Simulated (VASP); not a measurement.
# Ru (P6_3/mmc) in VASP: a series of runs, part 2 of 2

VASP 6.6.1.

## 5. Single point, LDA

This run uses another cell than the first one, of 13.10 Å³/atom, 0.967 times its volume.

The input, INCAR:

```
SYSTEM = Ru
PREC = Accurate
ENCUT = 520
EDIFF = 1E-7
ISMEAR = -1
SIGMA = 0.15
LREAL = .FALSE.
LASPH = .TRUE.
NELM = 80
ALGO = Normal
ISIF = 2
LWAVE = .FALSE.
LCHARG = .TRUE.
LELF = .TRUE.
LVHAR = .TRUE.
NBANDS = 21
```

The input, KPOINTS:

```
regular mesh
0
G
  15 15 8
  0 0 0
```

The input, POSCAR:

```
Ru
1.0
    2.6759343850      0.0000000000      0.0000000000
   -1.3379671925      2.3174271563      0.0000000000
    0.0000000000      0.0000000000      4.2262149603
Ru
2
Direct
    0.3333333333      0.6666666667      0.2500000000
    0.6666666667      0.3333333333      0.7500000000
```

Potentials or basis: VASP PAW LDA potentials, release 64 (Ru_pv).

The run is started by

```sh
$ cat potpaw_LDA.64/Ru_pv/POTCAR > POTCAR
$ mpirun -np 1 vasp_std > vasp.out
```

OUTCAR:

```text
SYSTEM = Ru
   PREC = Accurate
   ENCUT = 520
   EDIFF = 1E-7
   ISMEAR = -1
   LREAL = .FALSE.
   LASPH = .TRUE.
   NELM = 80
   ISIF = 2

 ion  position               nearest neighbor table
   1  0.333  0.667  0.250-   2 2.62   2 2.62   2 2.62   2 2.62   2 2.62   2 2.62
   2  0.667  0.333  0.750-   1 2.62   1 2.62   1 2.62   1 2.62   1 2.62   1 2.62

  LATTYP: Found a hexagonal cell.
 ALAT       =     2.6759343850
 C/A-ratio  =     1.5793417746

  Lattice vectors:

 A1 = (   2.6759343850,   0.0000000000,   0.0000000000)
 A2 = (  -1.3379671925,   2.3174271563,   0.0000000000)
 A3 = (   0.0000000000,   0.0000000000,   4.2262149603)

Analysis of symmetry for initial positions (statically):
=====================================================================
 Subroutine PRICEL returns:
 Original cell was already a primitive cell.

 Routine SETGRP: Setting up the symmetry group for a
 hexagonal supercell.

 Subroutine GETGRP returns: Found 24 space group operations
 (whereof 12 operations were pure point group operations)
 out of a pool of 24 trial point group operations.

The static configuration has the point symmetry D_3d.
 The point group associated with its full space group is D_6h.

Analysis of symmetry for dynamics (positions and initial velocities):
=====================================================================
 Subroutine PRICEL returns:
 Original cell was already a primitive cell.

 Routine SETGRP: Setting up the symmetry group for a
 hexagonal supercell.

 Subroutine GETGRP returns: Found 24 space group operations
 (whereof 12 operations were pure point group operations)
 out of a pool of 24 trial point group operations.

The dynamic configuration has the point symmetry D_3d.
 The point group associated with its full space group is D_6h.

 Subroutine INISYM returns: Found 24 space group operations
 (whereof 12 operations are pure point group operations),
 and found     1 'primitive' translations

----------------------------------------------------------------------------------------

                                     Primitive cell

  volume of cell :      26.2080

  direct lattice vectors                    reciprocal lattice vectors
     2.675934385  0.000000000  0.000000000     0.373701241  0.215756512  0.000000000
    -1.337967193  2.317427156  0.000000000     0.000000000  0.431513024  0.000000000
     0.000000000  0.000000000  4.226214960     0.000000000  0.000000000  0.236618347

  length of vectors
     2.675934385  2.675934385  4.226214960     0.431513024  0.431513024  0.236618347

  position of ions in fractional coordinates (direct lattice)
     0.333333333  0.666666667  0.250000000
     0.666666667  0.333333333  0.750000000

  ion indices of the primitive-cell ions
   primitive index   ion index
                 1           1
                 2           2

----------------------------------------------------------------------------------------

 KPOINTS: regular mesh

Automatic generation of k-mesh.
 Grid dimensions read from file:
 generate k-points for:   15   15    8

 Generating k-lattice:

  Cartesian coordinates                     Fractional coordinates (reciprocal lattice)
     0.024913416  0.014383767  0.000000000     0.066666667  0.000000000  0.000000000
     0.000000000  0.028767535  0.000000000     0.000000000  0.066666667  0.000000000
     0.000000000  0.000000000  0.029577293     0.000000000  0.000000000  0.125000000

  Length of vectors
     0.028767535  0.028767535  0.029577293

  Shift w.r.t. Gamma in fractional coordinates (k-lattice)
     0.000000000  0.000000000  0.000000000

 Subroutine IBZKPT returns following result:
 ===========================================

 Found    135 irreducible k-points:

 Following reciprocal coordinates:
            Coordinates               Weight
  0.000000  0.000000  0.000000      1.000000
  0.066667  0.000000  0.000000      6.000000
  0.133333  0.000000  0.000000      6.000000
  0.200000  0.000000  0.000000      6.000000
  0.266667  0.000000  0.000000      6.000000
  0.333333  0.000000  0.000000      6.000000
[... 16 lines left out ...]
  0.333333  0.200000  0.000000     12.000000
  0.400000  0.200000  0.000000      6.000000
 [... further k-points ...]
   k-points           NKPTS =    135   k-points in BZ     NKDIM =    135   number of bands    NBANDS=     21
   number of dos      NEDOS =    301   number of ions     NIONS =      2
   total plane-waves  NPLWV =  12800
   dimension x,y,z NGX =    20 NGY =   20 NGZ =   32
   dimension x,y,z NGXF=    40 NGYF=   40 NGZF=   64
   ions per type =               2
   NGX,Y,Z   is equivalent  to a cutoff of  12.43, 12.43, 12.59 a.u.
   NGXF,Y,Z  is equivalent  to a cutoff of  24.85, 24.85, 25.18 a.u.
 SYSTEM =  Ru
   PREC   = accura    normal or accurate (medium, high low for compatibility)
   ISTART =      0    job   : 0-new  1-cont  2-samecut
   ICHARG =      2    charge: 1-file 2-atom 10-const
   ISPIN  =      1    spin polarized calculation?
   LNONCOLLINEAR =      F non collinear calculations
   LSORBIT =      F    spin-orbit coupling
   LASPH  =      T    aspherical Exc in radial PAW
   ENCUT  =  520.0 eV  38.22 Ry    6.18 a.u.   4.98  4.98  7.86*2*pi/ulx,y,z
   NELM   =     80;   NELMIN=  2; NELMDL= -5     # of ELM steps
   EDIFF  = 0.1E-06   stopping-criterion for ELM
   LREAL  =      F    real-space projection
   EDIFFG = 0.1E-05   stopping-criterion for IOM
   NSW    =      0    number of steps for IOM
   IBRION =     -1    ionic relax: 0-MD 1-quasi-New 2-CG
   NFREE  =      0    steps in history (QN), initial steepest desc. (CG)
   ISIF   =      2    stress and relaxation
   ISYM   =      2    0-nonsym 1-usesym 2-fastsym
   POTIM  = 0.5000    time-step for ionic-motion
   TEBEG  =    0.0;   TEEND  =   0.0 temperature during run
   PSTRESS=    0.0 pullay stress
   NELECT =      28.0000    total number of electrons
   NUPDOWN=      -1.0000    fix difference up-down
   EMIN   =  10.00;   EMAX   =-10.00  energy-range for DOS
   EFERMI =   0.00;   METHOD = LEGACY
   ISMEAR =    -1;   SIGMA  =   0.15  broadening in eV -4-tet -1-fermi 0-gaus
   EFERMI_NEDOS =   21; number of points for ismear=-14 and -15
   IALGO  =     38    algorithm
   IMIX   =      4    mixing-type and parameters
     AMIX     =   0.40;   BMIX     =  1.00
     AMIX_MAG =   1.60;   BMIX_MAG =  1.00
  volume/ion in A,a.u.               =      13.10        88.43
  Fermi-wavevector in a.u.,A,eV,Ry     =   1.673593  3.162632 38.108733  2.800913
  Thomas-Fermi vector in A             =   2.758537
   LORBIT       =      0    0 simple, 1 ext, 2 COOP (PROOUT), +10 PAW based schemes
   GGA     = CA    functional components
   LHFCALC =     F    Hartree Fock is set to
   AEXX    =    0.0000 exact exchange contribution
   IVDW    =     0    specifies the selected vdW correction
   LEPSILON=     F    determine dielectric tensor
   LRPA    =     F    only Hartree local field effects (RPA)
 non-spin polarized calculation
  energy-cutoff  :      520.00
  volume of cell :       26.21
 maximum number of plane-waves:       732
 NGX is ok and might be reduce to    20
   NGX =  9   NGY =  9   NGZ = 15

 number of electron      27.9999992 magnetization

 Free energy of the ion-electron system (eV)
  ---------------------------------------------------
  ext. energy  EPLUGINS =         0.00000000
  ---------------------------------------------------
  free energy    TOTEN  =       -21.45094556 eV

  energy without entropy =      -21.33709689  energy(sigma->0) =      -21.39402123

 E-fermi :  13.3775     XC(G=0): -14.5989

 val. band max:       13.3489133039   @ k =   0.0000   0.0000   0.3750
 cond. band min:      13.3953473226   @ k =   0.0667   0.0000   0.3750
 fundamental gap:      0.0464340187
 Fermi energy:        13.3774520268

 k-point     1 :       0.0000    0.0000    0.0000
  band No.  band energies     occupation
      1     -30.2459      2.00000
      2     -29.1769      2.00000
      3     -29.1769      2.00000
      4     -28.9821      2.00000
      5     -28.9821      2.00000
      6     -28.9343      2.00000
[... 13 lines left out ...]
     20      23.3088      0.00000
     21      24.1149      0.00000

 k-point     2 :       0.0667    0.0000    0.0000
  band No.  band energies     occupation
      1     -30.2286      2.00000
      2     -29.2139      2.00000
      3     -29.1895      2.00000
      4     -29.0207      2.00000
      5     -28.9870      2.00000
      6     -28.9424      2.00000
[... 520 lines left out ...]
 k-point    24 :       0.4000    0.2000    0.0000
  band No.  band energies     occupation
      1     -29.9429      2.00000
      2     -29.7267      2.00000
      3     -29.6056      2.00000
      4     -29.5911      2.00000
      5     -29.3415      2.00000
      6     -29.3088      2.00000
[... 13 lines left out ...]
     20      23.3086      0.00000
     21      23.5037      0.00000

 [... further k-points ...]
[... 5 lines left out ...]
  --------------------------------------------------------------------------------------
  -------------------------------------------------------------------------------------
  Total        0.1487684      0.1487684      0.1641319     -0.0000000     -0.0000000      0.0000000
  in kB        9.0946935      9.0946935     10.0339163     -0.0000000     -0.0000000      0.0000000
  external PRESSURE =       9.4077678 kB  Pullay stress =       0.0000000 kB

 VOLUME and BASIS-vectors are now :
 -----------------------------------------------------------------------------
  energy-cutoff  :      520.00
  volume of cell :       26.21
      direct lattice vectors                 reciprocal lattice vectors
     2.675934385  0.000000000  0.000000000     0.373701241  0.215756512  0.000000000
    -1.337967193  2.317427156  0.000000000     0.000000000  0.431513024  0.000000000
     0.000000000  0.000000000  4.226214960     0.000000000  0.000000000  0.236618347

 POSITION                                       TOTAL-FORCE (eV/Angst)
 -----------------------------------------------------------------------------------
     -0.00000      1.54495      1.05655         0.000000     -0.000000      0.000000
      1.33797      0.77248      3.16966         0.000000      0.000000      0.000000
 -----------------------------------------------------------------------------------
    total drift:                               -0.000000      0.000000     -0.000000

  FREE ENERGIE OF THE ION-ELECTRON SYSTEM (eV)
  ---------------------------------------------------
  free  energy   TOTEN  =       -21.4509455599 eV

  energy  without entropy=      -21.3370968946  energy(sigma->0) =      -21.39402123
```

Wall time 22 s (1 thread of Intel Xeon 6975P-C (Granite Rapids), shared host); peak memory 0.17 GiB.

Results:

| Property | Result |
| --- | --- |
| Free energy | -21.4509 eV |
| Pressure | 0.9 GPa |
| Band gap on the k mesh | zero (band 14 reaches 15.03 eV, above the bottom of band 15 at 11.75 eV) |

## 6. Overview

| cell | k mesh | smearing | gap on the mesh (eV) | pressure (GPa) |
| --- | --- | --- | --- | --- |
| a = 2.708, b = 2.708, c = 4.268 Å, angles 90.0, 90.0, 120.0°, 2 atoms | 9 × 9 × 4 | gaussian 0.1 eV | none | -10.7 |
| a = 2.673, b = 2.673, c = 4.228 Å, angles 90.0, 90.0, 120.0°, 2 atoms | 9 × 9 × 6 | gaussian 0.1 eV | none | 1.0 |
| a = 2.674, b = 2.674, c = 4.226 Å, angles 90.0, 90.0, 120.0°, 2 atoms | 15 × 15 × 8 | gaussian 0.1 eV | none | 1.0 |
| a = 2.676, b = 2.676, c = 4.226 Å, angles 90.0, 90.0, 120.0°, 2 atoms | 15 × 15 × 8 | fermi-dirac 0.15 eV | none | 0.9 |

Alike in all rows: task single point; level LDA; potentials or basis VASP PAW LDA potentials, release 64 (Ru_pv); no spin polarisation; cutoff (eV) 520.

Caveats: some runs use coarse meshes.

Total energies depend on the potentials used, so only differences within one code and one set of settings carry meaning.
